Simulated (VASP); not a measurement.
A run of VASP 6.6.1 is set up as follows.

File INCAR:

```
SYSTEM = V
ALGO = Normal ; EDIFF = 1E-7
ENCUT = 520 ; GGA = PE
ISIF = 2 ; ISMEAR = 0
ISPIN = 2 ; LASPH = .True.
LCHARG = .False. ; LMAXMIX = 4
LORBIT = 11 ; LREAL = .False.
LWAVE = .False. ; MAGMOM = 2
NBANDS = 16 ; NELM = 150
PREC = Accurate ; SIGMA = 0.1
```

Contents of KPOINTS:

```
k-points
0
Gamma
  8 8 8
  0 0 0
```

File POSCAR:

```
V
1.0
    0.0000000000      1.9935421882      1.9935421882
    1.9935421882      0.0000000000      1.9935421882
    1.9935421882      1.9935421882      0.0000000000
V
1
Direct
    0.0000000000      0.0000000000      0.0000000000
```

Potentials or basis: VASP PAW PBE potentials, release 64 (V_sv).

The run is started by

```console
$ cat potpaw_PBE.64/V_sv/POTCAR > POTCAR
$ mpirun -np 1 vasp_std > vasp.out
```

Problem. Predict the pressure.

Solution. -17.4 GPa.

Problem. Predict the net moment.

Solution. 0.00 μB per cell.

Caveat: the cell stands under tension.
